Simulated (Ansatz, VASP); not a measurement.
# CdSe in VASP and in Ansatz

INCAR

```
PREC = Accurate ; ENCUT = 520
EDIFF = 1E-6 ; ISMEAR = 0
SIGMA = 0.05 ; LREAL = F
LASPH = T ; NELM = 60
ALGO = Normal ; ISIF = 2
LWAVE = F ; LCHARG = F
GGA = PE ; NBANDS = 26
```

The input KPOINTS:

```
regular mesh
0
Gamma
  6 6 4
```

File POSCAR:

```
CdSe
1.0
    4.0835749185      0.0000000000      0.0000000000
   -2.0417874593      3.5364796177      0.0000000000
    0.0000000000      0.0000000000      7.0152000000
Cd Se
2 2
Direct
    0.6666666667      0.3333333333      0.0000000000
    0.3333333333      0.6666666667      0.5000000000
    0.6666666667      0.3333333333      0.3750000000
    0.3333333333      0.6666666667      0.8750000000
```

Input for Ansatz:

```yaml
crystal:
  lattice:
    - [4.0835749185, 0.0, 0.0]
    - [-2.0417874593, 3.5364796177, 0.0]
    - [0.0, 0.0, 7.0152]
  atoms:
    - { symbol: Cd, position: [0.6666666667, 0.3333333333, 0.0] }
    - { symbol: Cd, position: [0.3333333333, 0.6666666667, 0.5] }
    - { symbol: Se, position: [0.6666666667, 0.3333333333, 0.375] }
    - { symbol: Se, position: [0.3333333333, 0.6666666667, 0.875] }
basis:
  ecutwfc: 420
kpoints:
  mp_grid: { grid: [6, 6, 4] }
hamiltonian:
  xc: pbe
scf:
  occupations: { method: gaussian, width: 0.05 }
output:
  forces: true
  stress: true
  eigenvalues: true
```

Change from the starting cell: strain -0.050 along x and y, +0.000 along z, atoms carried along.

Alike in both runs: task single point; functional PBE; k mesh 6 × 6 × 4; occupations gaussian, width 0.05 eV; no spin polarisation.

|  | VASP | Ansatz |
| --- | --- | --- |
| version | VASP 6.6.1 | Ansatz 0.2.0 |
| potentials or method | VASP PAW PBE potentials, release 64 (Cd, Se), cutoff 520 eV | scalar-relativistic, plane waves, PAW |
| valence electrons in the cell | 36 | 72 |

```csv
,VASP,Ansatz,Ansatz less VASP
gap on the k mesh at the Fermi level (eV),0.79,0.79,-0.004
least direct gap on the mesh (eV),0.79,0.79,-0.004
pressure (GPa),11.2,10.7,-0.51
"traceless stress, the component that is largest in VASP (GPa)",-4.39,-4.30,+0.094
rms of the force components (eV/Å),0.347,0.334,-0.0124
```

Atom by atom the forces differ by 0.012 eV/Å (rms over components). With one functional, cell and mesh, what is left measures potentials, basis and numerics. VASP's potentials hold 36 valence electrons a cell and Ansatz's 72, so a difference there can come from the potentials and not from the codes.
